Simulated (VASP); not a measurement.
Runs of VASP 6.6.1 on TaN. The structure is that of space group P-6m2 (No. 187), or close to it. The cells are those of the table. 

```csv
task,level,potentials or basis,spin,U,cell,k mesh,cutoff (eV),smearing,grid for exact exchange (PRECFOCK),share of exact exchange,second try,gap on the mesh (eV),pressure (GPa),moment (μB)
single point,PBE0,"VASP PAW PBE potentials, release 64 (Ta_sv_GW, N)",off,-,"a = 2.878, b = 2.878, c = 2.824 Å, angles 90.0, 90.0, 120.0°, 2 atoms",6 × 6 × 6,520,fermi-dirac 0.05 eV,Normal,0.25,-,none,19.5,-
relaxation of cell and atoms,revPBE,"VASP PAW PBE potentials, release 64 (Ta_pv, N)",off,-,"relaxed from a = 2.982, b = 2.932, c = 2.864 Å, angles 90.2, 89.2, 120.6°, 2 atoms",8 × 8 × 7,600,gaussian 0.05 eV,-,-,-,none,0.0,-
single point,PBE0,"VASP PAW PBE potentials, release 64 (Ta_pv, N)",off,-,"a = 2.930, b = 2.930, c = 2.873 Å, angles 90.0, 90.0, 120.0°, 2 atoms",5 × 5 × 5,640,fermi-dirac 0.05 eV,Normal,0.25,not_converged,none,-0.9,-
single point,revPBE,"VASP PAW PBE potentials, release 64 (Ta_pv, N)",off,-,"a = 2.961, b = 2.961, c = 2.906 Å, angles 90.0, 90.0, 120.0°, 2 atoms",8 × 8 × 7,520,gaussian 0.05 eV,-,-,-,none,(a),-
single point,PBEsol,"VASP PAW PBE potentials, release 64 (Ta_pv, N)","non-collinear, zero start, SOC",-,"a = 3.014, b = 3.014, c = 2.958 Å, angles 90.0, 90.0, 120.0°, 2 atoms",12 × 12 × 11,520,tetrahedron,-,-,-,-,-26.2,0.00
single point,LDA+U,"VASP PAW LDA potentials, release 64 (Ta_sv_GW, N_h)",off,Ta d U = 2.0 eV,"a = 2.938, b = 2.938, c = 2.883 Å, angles 90.0, 90.0, 120.0°, 2 atoms",10 × 10 × 9,1330,fermi-dirac 0.05 eV,-,-,-,none,-4.1,-
electric field gradients,LDA,"VASP PAW LDA potentials, release 64 (Ta_pv, N)","non-collinear, zero start, SOC",-,"a = 2.857, b = 2.857, c = 2.804 Å, angles 90.0, 90.0, 120.0°, 2 atoms",10 × 10 × 9,520,gaussian 0.01 eV,-,-,-,-,(b),0.00
single point,LDA,"VASP PAW LDA potentials, release 64 (Ta_pv, N)",off,-,"a = 3.078, b = 3.078, c = 3.020 Å, angles 90.0, 90.0, 120.0°, 2 atoms",10 × 10 × 9,520,fermi-dirac 0.05 eV,-,-,-,none,-44.2,-
```

Problem. Fill in the values left out.

Solution. (a) 0.6; (b) 24.6.

Caveats: some runs use coarse meshes; spin-orbit coupling is left out, which moves the levels of the heavy elements (at least some runs); the PAW data sets were made with another functional, which shifts forces and pressure a little (at least some runs); the cell stands under tension (at least some runs); U without spin polarisation on a metal has little footing (at least some runs); the cell stands under pressure (at least some runs); the stress differs along the axes, from -48 to -42 GPa (at least some runs).

A k mesh can miss the band edges, and rows without SOC leave out spin-orbit coupling on Ta.

A gap of «none» marks levels without a gap at the run's occupations.

The runs don't all hold the same shells in valence.
